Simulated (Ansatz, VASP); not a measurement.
**BN: VASP beside Ansatz**

Contents of INCAR:

```
SYSTEM = BN
PREC = Accurate
ENCUT = 520
EDIFF = 1E-7
ISMEAR = 0
SIGMA = 0.02
LREAL = .FALSE.
LASPH = .TRUE.
NELM = 80
ALGO = Normal
ISIF = 2
LWAVE = .FALSE.
LCHARG = .FALSE.
GGA = PE
NBANDS = 11
```

File KPOINTS:

```
Automatic mesh
0
G
  12 12 12
  0 0 0
```

The input POSCAR:

```
BN
1.0
    0.0433218248      3.3947905467      2.1347262388
    1.2791833603      0.0000000000      2.1597588808
    1.2358615355      3.3947905467      0.0250326420
B N
1 1
Direct
   -0.0234239284     -0.0009438523      1.0234239284
    0.6901239184      0.6676438423      0.3098760816
```

Input for Ansatz:

```yaml
crystal:
  lattice:
    - [0.0433218248, 3.3947905467, 2.1347262388]
    - [1.2791833603, 0.0, 2.1597588808]
    - [1.2358615355, 3.3947905467, 0.025032642]
  atoms:
    - { symbol: B, position: [-0.0234239284, -0.0009438523, 1.0234239284] }
    - { symbol: "N", position: [0.6901239184, 0.6676438423, 0.3098760816] }
basis:
  ecutwfc: 420
kpoints:
  mp_grid: { grid: [12, 12, 12] }
hamiltonian:
  xc: pbe
scf:
  occupations: { method: gaussian, width: 0.02 }
output:
  forces: true
  stress: true
  eigenvalues: true
```

Alike in both runs: task single point; functional PBE; k mesh 12 × 12 × 12; occupations gaussian, width 0.02 eV; no spin polarisation.

|  | VASP | Ansatz |
| --- | --- | --- |
| version | VASP 6.6.1 | Ansatz 0.2.0 |
| potentials or method | VASP PAW PBE potentials, release 64 (B, N), cutoff 520 eV | scalar-relativistic, plane waves, PAW |
| valence electrons in the cell | 8 | 8 |

Ansatz gave:

| Item | Value |
| --- | --- |
| gap on the k mesh at the Fermi level (eV) | 3.09 |
| least direct gap on the mesh (eV) | 4.30 |
| pressure (GPa) | 19.0 |
| traceless stress, the component that is largest in VASP (GPa) | 26.65 |
| rms of the force components (eV/Å) | 3.313 |

Q: Which values does VASP return?

A: gap on the k mesh at the Fermi level (eV): 3.08; least direct gap on the mesh (eV): 4.30; pressure (GPa): 19.0; traceless stress, the component that is largest in VASP (GPa): 26.71; rms of the force components (eV/Å): 3.303.

Atom by atom the forces differ by 0.011 eV/Å (rms over components).
